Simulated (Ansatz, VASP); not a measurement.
# One calculation of AlSn, two programs

File INCAR:

```
ALGO = Normal
EDIFF = 1E-7
ENCUT = 520
GGA = PS
ISIF = 2
ISMEAR = 0
LASPH = T
LCHARG = F
LREAL = F
LWAVE = F
NBANDS = 16
NELM = 80
PREC = Accurate
SIGMA = 0.1
```

Contents of KPOINTS:

```
k-points
0
Gamma
  12 12 12
```

File POSCAR:

```
AlSn
1.0
    4.2358465852      0.0000000000      0.0000000000
   -2.1179232925      3.6683507492      0.0000000000
    0.0000000000      0.0000000000      3.2373701445
Al Sn
1 1
Direct
    0.0000000000      0.0000000000      0.0000000000
    0.3333333300      0.6666666700      0.5000000000
```

Input for Ansatz:

```yaml
crystal:
  lattice:
    - [4.2358465852, 0.0, 0.0]
    - [-2.1179232925, 3.6683507492, 0.0]
    - [0.0, 0.0, 3.2373701445]
  atoms:
    - { symbol: Al, position: [0.0, 0.0, 0.0] }
    - { symbol: Sn, position: [0.33333333, 0.66666667, 0.5] }
basis:
  ecutwfc: 420
kpoints:
  mp_grid: { grid: [12, 12, 12] }
hamiltonian:
  xc: pbesol
scf:
  occupations: { method: gaussian, width: 0.1 }
output:
  forces: true
  stress: true
  eigenvalues: true
  populations: true
```

Alike in both runs: task single point; functional PBEsol; k mesh 12 × 12 × 12; occupations gaussian, width 0.1 eV; no spin polarisation.

```csv
,VASP,Ansatz
version,VASP 6.6.1,Ansatz 0.2.0
potentials or method,"VASP PAW PBE potentials, release 64 (Al, Sn_d), cutoff 520 eV","scalar-relativistic, plane waves, PAW"
valence electrons in the cell,17,17
```

```csv
,VASP,Ansatz,Ansatz less VASP
gap on the k mesh at the Fermi level (eV),none,none,-
pressure (GPa),-1.7,-1.7,+0.03
"traceless stress, the component that is largest in VASP (GPa)",-0.34,-0.34,+0.003
```

VASP's potentials were made for PBE, not for PBEsol. A gap of «none» marks a metal or a gap that the smearing closes. The functional is the same, so the differences come from potentials, cutoffs and numerics.
